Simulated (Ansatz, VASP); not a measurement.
# One calculation of Nb4P3, two programs

```xyz
7
Lattice="3.5258 0.0000 0.0000 0.0000 3.5258 0.0000 0.0000 0.0000 9.7677" Properties=species:S:1:pos:R:3 pbc="T T T"
Nb    0.0000    0.0000    0.0000
Nb    1.7629    1.7629    7.3887
Nb    0.0000    0.0000    4.8839
Nb    1.7629    1.7629    2.3790
P     0.0000    0.0000    7.3878
P     1.7629    1.7629    4.8839
P     0.0000    0.0000    2.3799
```

Change from the starting cell: ordered vacancies on the anion sites of rock salt (P4/mmm, No. 123).

Alike in both runs: functional PBE; k mesh 10 × 10 × 4; occupations gaussian, width 0.1 eV; no spin polarisation.

Ansatz relaxed the structure, and its values are those at the end. VASP's run is a single point on that final structure, the one shown.

```csv
,VASP,Ansatz
version,VASP 6.6.1,Ansatz 0.2.0
potentials or method,"VASP PAW PBE potentials, release 64 (Nb_sv, P), cutoff 520 eV","scalar-relativistic, plane waves, PAW"
valence electrons in the cell,67,67
```

Ansatz gave:

| Item | Value |
| --- | --- |
| gap on the k mesh at the Fermi level (eV) | none |
| pressure (GPa) | 0.0 |

Problem. What did VASP give for the same quantities?

Solution. gap on the k mesh at the Fermi level (eV): none; pressure (GPa): -0.4.

A gap of «none» marks a metal or a gap that the smearing closes.
